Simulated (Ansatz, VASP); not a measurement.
**Two plane-wave programs on LiH**

```
Li H
1.0
     3.09336    0.00000    0.00000
    -1.54668    2.81963    0.00000
     0.00000    0.00000    4.06844
Li H
2 2
Direct
  0.33672 0.67344 0.93750
  0.66328 0.32656 0.43750
  0.33716 0.67432 0.43750
  0.66284 0.32568 0.93750
```

Change from the starting cell: uniaxial_x strain -5.0%.

Alike in both runs: task single point; functional HSE06; k mesh 6 × 6 × 4; no spin polarisation.

```csv
,VASP,Ansatz
version,VASP 6.6.1,Ansatz 0.2.0
potentials or method,"VASP PAW PBE potentials, release 64 (Li_sv, H)","plane waves, PAW"
plane-wave cutoff (eV),520,420
occupations,"gaussian, width 0.01 eV",fixed
valence electrons in the cell,8,8
```

VASP gave:

```
gap on the k mesh at the Fermi level (eV) : 2.86
```

Problem. What did Ansatz give for the same quantities?

Solution. gap on the k mesh at the Fermi level (eV): 2.87.

Ansatz's warnings: stress exchange threshold loose, stress scf threshold loose.

Noted on VASP's run: the cutoff is under 1.25 times that of the potentials, so the pressure is a little rough.
